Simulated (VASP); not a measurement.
# CuGe4 in VASP: single point with PBE

Aim: the single point of CuGe4 with PBE.

Everything below comes from runs of VASP 6.6.1. Logs are shortened: lines on timing, memory, paths and dates and some standing lists are left out, and cuts for length are marked.

### Step 1. The cell of the first run

The cell holds a slab with vacuum, 5 atoms: a = 4.074 Å, b = 4.074 Å, c = 19.856 Å, α = 90.00°, β = 90.00°, γ = 90.00°.

### Step 2. Single point, PBE

Contents of INCAR:

```
ALGO = Normal
DIPOL = 0.5 0.5 0.334
EDIFF = 1E-7
ENCUT = 520
GGA = PE
IDIPOL = 3
ISIF = 2
ISMEAR = 0
LASPH = T
LCHARG = F
LDIPOL = T
LREAL = F
LWAVE = F
NBANDS = 42
NELM = 60
PREC = Accurate
SIGMA = 0.1
```

Contents of KPOINTS:

```
k-points
0
Gamma
  7 7 1
```

Contents of POSCAR:

```
CuGe4
1.0
    4.0740542205      0.0000000000      0.0000000000
    0.0000000000      4.0740542205      0.0000000000
    0.0000000000      0.0000000000     19.8557568590
Ge Cu
4 1
Direct
    0.0000000000      0.5000000000      0.2014529100
    0.0000000000      0.0000000000      0.2739958855
    0.5000000000      0.0000000000      0.3493666156
    0.5000000000      0.5000000000      0.4208228837
    1.0000000000      1.0000000000      0.4226563046
```

Potentials or basis: VASP PAW PBE potentials, release 64 (Ge_d, Cu).

Command:

```bash
cat potpaw_PBE.64/Ge_d/POTCAR potpaw_PBE.64/Cu/POTCAR > POTCAR
mpirun -np 1 vasp_std > vasp.out
```

OUTCAR:

```text
EDIFF = 1E-7
   ENCUT = 520
   GGA = PE
   ISIF = 2
   ISMEAR = 0
   LASPH = T
   LREAL = F
   NELM = 60
   PREC = Accurate

 ion  position               nearest neighbor table
   1  0.000  0.500  0.201-   2 2.49   2 2.49
   2  0.000  0.000  0.274-   1 2.49   1 2.49   3 2.53   3 2.53
   3  0.500  0.000  0.349-   4 2.48   4 2.48   5 2.50   5 2.50   2 2.53   2 2.53
   4  0.500  0.500  0.421-   3 2.48   3 2.48
   5  0.000  0.000  0.423-   3 2.50   3 2.50

  LATTYP: Found a simple tetragonal cell.
 ALAT       =     4.0740542205
 C/A-ratio  =     4.8737095248

  Lattice vectors:

 A1 = (   4.0740542205,   0.0000000000,   0.0000000000)
 A2 = (   0.0000000000,   4.0740542205,   0.0000000000)
 A3 = (   0.0000000000,   0.0000000000,  19.8557568590)

Analysis of symmetry for initial positions (statically):
=====================================================================
 Subroutine PRICEL returns:
 Original cell was already a primitive cell.

 Routine SETGRP: Setting up the symmetry group for a
 simple tetragonal supercell.

 Subroutine GETGRP returns: Found  4 space group operations
 (whereof  4 operations were pure point group operations)
 out of a pool of 16 trial point group operations.

The static configuration has the point symmetry C_2v.

Analysis of symmetry for dynamics (positions and initial velocities):
=====================================================================
 Subroutine PRICEL returns:
 Original cell was already a primitive cell.

 Routine SETGRP: Setting up the symmetry group for a
 simple tetragonal supercell.

 Subroutine GETGRP returns: Found  4 space group operations
 (whereof  4 operations were pure point group operations)
 out of a pool of 16 trial point group operations.

The dynamic configuration has the point symmetry C_2v.

 Subroutine INISYM returns: Found  4 space group operations
 (whereof  4 operations are pure point group operations),
 and found     1 'primitive' translations

----------------------------------------------------------------------------------------

                                     Primitive cell

  volume of cell :     329.5642

  direct lattice vectors                    reciprocal lattice vectors
     4.074054220  0.000000000  0.000000000     0.245455742  0.000000000  0.000000000
[... 87 lines left out ...]
   IBRION =     -1    ionic relax: 0-MD 1-quasi-New 2-CG
   NFREE  =      0    steps in history (QN), initial steepest desc. (CG)
   ISIF   =      2    stress and relaxation
   ISYM   =      2    0-nonsym 1-usesym 2-fastsym
   POTIM  = 0.5000    time-step for ionic-motion
   TEBEG  =    0.0;   TEEND  =   0.0 temperature during run
   PSTRESS=    0.0 pullay stress
   NELECT =      67.0000    total number of electrons
   NUPDOWN=      -1.0000    fix difference up-down
   EMIN   =  10.00;   EMAX   =-10.00  energy-range for DOS
   EFERMI =   0.00;   METHOD = LEGACY
   ISMEAR =     0;   SIGMA  =   0.10  broadening in eV -4-tet -1-fermi 0-gaus
   EFERMI_NEDOS =   21; number of points for ismear=-14 and -15
   IALGO  =     38    algorithm
   IMIX   =      4    mixing-type and parameters
     AMIX     =   0.40;   BMIX     =  1.00
     AMIX_MAG =   1.60;   BMIX_MAG =  1.00
  volume/ion in A,a.u.               =      65.91       444.80
  Fermi-wavevector in a.u.,A,eV,Ry     =   0.962616  1.819080 12.607561  0.926630
  Thomas-Fermi vector in A             =   2.092090
   LORBIT       =      0    0 simple, 1 ext, 2 COOP (PROOUT), +10 PAW based schemes
   GGA     = PE    functional components
   LHFCALC =     F    Hartree Fock is set to
   AEXX    =    0.0000 exact exchange contribution
   IVDW    =     0    specifies the selected vdW correction
   LEPSILON=     F    determine dielectric tensor
   LRPA    =     F    only Hartree local field effects (RPA)
 non-spin polarized calculation
 Gauss-broadening in eV      SIGMA  =   0.10
  energy-cutoff  :      520.00
  volume of cell :      329.56
 maximum number of plane-waves:      8917
   NGX = 15   NGY = 15   NGZ = 73

 dipolmoment           0.000000      0.000000      0.000157 electrons x Angstroem

 number of electron      66.9999931 magnetization

 dipolmoment           0.000000      0.000000     -0.003210 electrons x Angstroem

 Free energy of the ion-electron system (eV)
  ---------------------------------------------------
  ext. energy  EPLUGINS =         0.00000000
  ---------------------------------------------------
  free energy    TOTEN  =       -18.68714037 eV

  energy without entropy =      -18.67953779  energy(sigma->0) =      -18.68333908

 E-fermi :  -1.6737     XC(G=0):  -4.0734

 val. band max:       -1.7043799869   @ k =   0.4286   0.1429   0.0000
 cond. band min:      -1.5895236320   @ k =   0.4286   0.0000   0.0000
 fundamental gap:      0.1148563549
 Fermi energy:        -1.6737126298

 k-point     1 :       0.0000    0.0000    0.0000
  band No.  band energies     occupation
      1     -26.3040      2.00000
      2     -26.2618      2.00000
      3     -26.2517      2.00000
      4     -26.2193      2.00000
      5     -26.1813      2.00000
      6     -26.1018      2.00000
[... 709 lines left out ...]
     41       4.3871      0.00000
     42       4.7264      0.00000

------------------------ aborting loop because EDIFF is reached ----------------------------------------

 vacuum level on the upper side and lower side of the slab       (xc-potential included)        -0.088        -0.075

  FORCE on cell =-STRESS in cart. coord.  units (eV):
  Direction    XX          YY          ZZ          XY          YZ          ZX
  --------------------------------------------------------------------------------------
  -------------------------------------------------------------------------------------
  Total       -2.0457052     -1.9119955      1.8658007      0.0000000      0.0000000      0.0000000
  in kB       -9.9452012     -9.2951711      9.0705950      0.0000000      0.0000000      0.0000000
  external PRESSURE =      -3.3899258 kB  Pullay stress =       0.0000000 kB

 VOLUME and BASIS-vectors are now :
 -----------------------------------------------------------------------------
  energy-cutoff  :      520.00
  volume of cell :      329.56
      direct lattice vectors                 reciprocal lattice vectors
     4.074054220  0.000000000  0.000000000     0.245455742  0.000000000  0.000000000
     0.000000000  4.074054220  0.000000000     0.000000000  0.245455742  0.000000000
     0.000000000  0.000000000 19.855756859     0.000000000  0.000000000  0.050363228

 POSITION                                       TOTAL-FORCE (eV/Angst)
 -----------------------------------------------------------------------------------
      0.00000      2.03703      4.00000         0.000000      0.000000      0.093281
      0.00000      0.00000      5.44040         0.000000      0.000000     -0.541300
      2.03703      0.00000      6.93694         0.000000      0.000000     -0.515483
      2.03703      2.03703      8.35576         0.000000      0.000000      0.939336
      0.00000      0.00000      8.39216         0.000000      0.000000      0.024166
 -----------------------------------------------------------------------------------
    total drift:                                0.000000      0.000000      0.004092

  FREE ENERGIE OF THE ION-ELECTRON SYSTEM (eV)
  ---------------------------------------------------
  free  energy   TOTEN  =       -18.6871403659 eV

  energy  without entropy=      -18.6795377930  energy(sigma->0) =      -18.68333908

 vacuum level on the upper side and lower side of the slab         2.978         2.980
```

Wall time 7.7 min (1 thread of Intel Xeon 6975P-C, shared host); peak memory 0.47 GiB.

What came out:

```yaml
Free_energy: -18.6871 eV
Largest_force: 0.939 eV/Å
```

Forces in eV/Å, atoms in the order of the input:
```
Ge   0.000  0.000  0.093
Ge   0.000  0.000 -0.541
Ge   0.000  0.000 -0.515
Ge   0.000  0.000  0.939
Cu   0.000  0.000  0.024
```

Levels at points of the mesh, in eV from the Fermi level:
```
           k point  band 30  band 31  band 32  band 33  band 34  band 35  band 36  band 37
(0.00, 0.00, 0.00)    -1.92    -1.50    -0.78    -0.20     0.51     0.60     1.58     1.79
```
